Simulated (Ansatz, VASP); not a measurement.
Two plane-wave programs on Ni

```xyz
1
Lattice="0.0000 1.7302 1.7302 1.7302 0.0000 1.7302 1.7302 1.7302 0.0000" Properties=species:S:1:pos:R:3 pbc="T T T"
Ni    0.0000    0.0000    0.0000
```

Alike in both runs: functional r2SCAN; k mesh 9 × 9 × 9; no spin polarisation.

Ansatz relaxed the structure, and its values are those at the end. VASP's run is a single point on that final structure, the one shown.

|  | VASP | Ansatz |
| --- | --- | --- |
| version | VASP 6.6.1 | Ansatz 0.2.0 |
| potentials or method | VASP PAW PBE potentials, release 64 (Ni), cutoff 660 eV | PAW plane waves |
| occupations | methfessel-paxton of order 1, width 0.0173 eV | cold, width 0.0173 eV |
| valence electrons in the cell | 10 | 18 |

Ansatz gave:

| Property | Result |
| --- | --- |
| gap on the k mesh at the Fermi level (eV) | none |
| pressure (GPa) | 0.0 |

Problem. Estimate VASP's values.

Solution. gap on the k mesh at the Fermi level (eV): none; pressure (GPa): 0.6.

VASP's potentials were made for PBE, not for r2SCAN. A gap of «none» marks a metal or a gap that the smearing closes. VASP's potentials hold 10 valence electrons a cell and Ansatz's 18, so a difference there can come from the potentials and not from the codes.
